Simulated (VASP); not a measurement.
Set up this calculation in VASP 6.6.1, as the native input.

* Task: single point
* Functional: PBE
* Potentials or basis: VASP PAW PBE potentials, release 64 (Ag, O)
* Cutoff: 520 eV
* k mesh: 12 × 12 × 12
* Occupations: fermi-dirac, width 0.0612256 eV
* Spin: no spin polarisation
* Dipole correction: no
* Further INCAR settings: ALGO = Normal; EDIFF = 1e-06; NBANDS = 18

The structure of AgO2 (fluorite type) lies in POSCAR:

```
AgO2
1.0
    0.0000000000      2.5282597599      2.5282597599
    2.5282597599      0.0000000000      2.5282597599
    2.5282597599      2.5282597599      0.0000000000
Ag O
1 2
Direct
    0.0000000000      0.0000000000      0.0000000000
    0.2500000000      0.2500000000      0.2500000000
    0.7500000000      0.7500000000      0.7500000000
```

One way to write it, as run:

INCAR

```
  ALGO = Normal
  EDIFF = 1E-6
  ENCUT = 520
  GGA = PE
  ISIF = 2
  ISMEAR = -1
  LASPH = T
  LCHARG = F
  LREAL = F
  LWAVE = F
  NBANDS = 18
  NELM = 100
  PREC = Accurate
  SIGMA = 0.06122561905347299
```

KPOINTS

```
k-points
0
Gamma
  12 12 12
```

Potentials or basis: VASP PAW PBE potentials, release 64 (Ag, O).

The run is started by

```sh
$ cat potpaw_PBE.64/Ag/POTCAR potpaw_PBE.64/O/POTCAR > POTCAR
$ mpirun -np 1 vasp_std > vasp.out
```

Results of the run:

| Item | Value |
| --- | --- |
| Pressure | 10.3 GPa |
| Band gap on the k mesh | zero (an odd number of electrons rules out a gap without spin polarisation) |

Caveat: the cell stands under pressure; an odd number of electrons without spin polarisation forces a metal; a magnetic or distorted state may lie lower.

Run time: 69 s on 1 thread of Intel Xeon 8259CL, on a shared host, peak memory 0.18 GiB.
